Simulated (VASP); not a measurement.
Crystal: MgO.

```
CELL_PARAMETERS angstrom
3.28822 0.00000 0.00000
-1.64411 2.84768 0.00000
0.00000 0.00000 5.03437
ATOMIC_POSITIONS crystal
Mg 0.33333 0.66667 0.99016
Mg 0.66667 0.33333 0.49016
O 0.33333 0.66667 0.38484
O 0.66667 0.33333 0.88484
```

Base run:

| Item | Value |
| --- | --- |
| Program | VASP 6.6.1 |
| Functional | LDA |
| Potentials or basis | VASP PAW LDA potentials, release 64 (Mg, O) |
| Cutoff | 600 eV |
| k mesh | 6 × 6 × 4 |
| Occupations | gaussian, width 0.01 eV |
| Spin | no spin polarisation |

Its results: band gap on the k mesh 3.44 eV, direct; pressure -5.0 GPa; largest force 0.020 eV/Å.

The run is repeated on the same cell with these changes: functional from LDA to PBE; potentials or basis from VASP PAW LDA potentials, release 64 (Mg, O) to VASP PAW PBE potentials, release 64 (Mg, O). What comes out?

Band gap on the k mesh 3.54 eV, direct; pressure 3.3 GPa; largest force 0.015 eV/Å.

